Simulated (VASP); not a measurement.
Set up this calculation in VASP 6.6.1, as the native input.

```
Task                   : single point
Functional             : r2SCAN
Potentials or basis    : VASP PAW PBE potentials, release 64 (Al, Ni)
Cutoff                 : 520 eV
k mesh                 : 2 × 2 × 2
Occupations            : gaussian, width 0.1 eV
Spin                   : no spin polarisation
Dipole correction      : no
Further INCAR settings : ALGO = Normal; EDIFF = 1e-06; NBANDS = 14
```

The system is AlNi.

```
CELL_PARAMETERS angstrom
1.93869 -1.95319 0.00000
1.93869 1.95319 0.00000
0.00000 0.00000 3.09943
ATOMIC_POSITIONS crystal
Al 0.00000 0.00000 0.00000
Ni 0.50000 0.50000 0.50000
```

These files were run (other wordings do the same):

POSCAR

```
AlNi
1.0
    1.9386940000     -1.9531901500      0.0000000000
    1.9386940000      1.9531901500      0.0000000000
    0.0000000000      0.0000000000      3.0994300413
Al Ni
1 1
Direct
    0.0000000000      0.0000000000      0.0000000000
    0.5000000000      0.5000000000      0.5000000000
```

INCAR.step1

```
PREC = Accurate
ENCUT = 520
ISMEAR = 0
SIGMA = 0.1
LREAL = False
LASPH = True
NELM = 100
NBANDS = 14
GGA = PE
ALGO = Normal
EDIFF = 1E-4
LWAVE = True
LCHARG = False
```

INCAR.step2

```
PREC = Accurate
ENCUT = 520
EDIFF = 1E-6
ISMEAR = 0
SIGMA = 0.1
LREAL = False
LASPH = True
NELM = 100
ALGO = Normal
ISIF = 2
LWAVE = False
LCHARG = False
METAGGA = R2SCAN
LMIXTAU = True
NBANDS = 14
ISTART = 1
```

KPOINTS

```
Automatic mesh
0
Gamma
  2 2 2
```

Potentials or basis: VASP PAW PBE potentials, release 64 (Al, Ni).

Launch:

```bash
$ cat potpaw_PBE.64/Al/POTCAR potpaw_PBE.64/Ni/POTCAR > POTCAR
$ cp INCAR.step1 INCAR
$ mpirun -np 1 vasp_std > vasp.out
$ cp INCAR.step2 INCAR
$ mpirun -np 1 vasp_std > vasp.out
```

Results of the run:

```yaml
Pressure: 3.8 GPa
Band_gap_on_the_k_mesh: zero (an odd number of electrons rules out a gap without spin polarisation)
```

Caveat: the k points lie up to 1.14 Å⁻¹ apart, too coarse for converged energies and pressures of a metal; the PAW data sets were made with another functional, which shifts forces and pressure a little.

Wall time 22 s on 1 thread of Intel Xeon 8259CL (shared host), peak memory 0.13 GiB.
